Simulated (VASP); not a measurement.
Wanted: the native input for a VASP 6.6.1 run.

```yaml
Task: single point
Functional: LDA
Potentials_or_basis: VASP PAW LDA potentials, release 64 (In_d, Bi_d)
Cutoff: 520 eV
k_mesh: 9 × 9 × 12
Occupations: gaussian, width 0.1 eV
Spin: no spin polarisation
Dipole_correction: no
Further_INCAR_settings: ALGO = Fast; EDIFF = 1e-06; NBANDS = 28
```

The structure of In2Bi lies in POSCAR:

```
In2Bi
1.0
    5.3758519992      0.0000000000      0.0000000000
   -2.6879259996      4.6556243983      0.0000000000
    0.0000000000      0.0000000000      3.2332937931
In Bi
2 1
Direct
    0.6666666667      0.3333333333      0.5000000000
    0.3333333333      0.6666666667      0.5000000000
    0.0000000000      0.0000000000      0.0000000000
```

One way to write it, as run:

INCAR

```
SYSTEM = In2Bi
PREC = Accurate
ENCUT = 520
EDIFF = 1E-6
ISMEAR = 0
SIGMA = 0.1
LREAL = .False.
LASPH = .True.
NELM = 60
ALGO = Fast
ISIF = 2
LWAVE = .False.
LCHARG = .True.
GGA = CA
LELF = .True.
LVHAR = .True.
NBANDS = 28
```

KPOINTS

```
regular mesh
0
Gamma
  9 9 12
  0 0 0
```

Potentials or basis: VASP PAW LDA potentials, release 64 (In_d, Bi_d).

Run with:

```sh
$ cat potpaw_LDA.64/In_d/POTCAR potpaw_LDA.64/Bi_d/POTCAR > POTCAR
$ mpirun -np 1 vasp_std > vasp.out
```

It gave:

- Pressure: -0.1 GPa
- Band gap on the k mesh: zero (an odd number of electrons rules out a gap without spin polarisation)

Caveat: spin-orbit coupling is left out, which moves the levels of the heavy elements.

It took 3 min on 1 thread of Intel(R) Xeon(R) 6975P-C (Granite Rapids), on a shared host, peak memory 0.28 GiB.
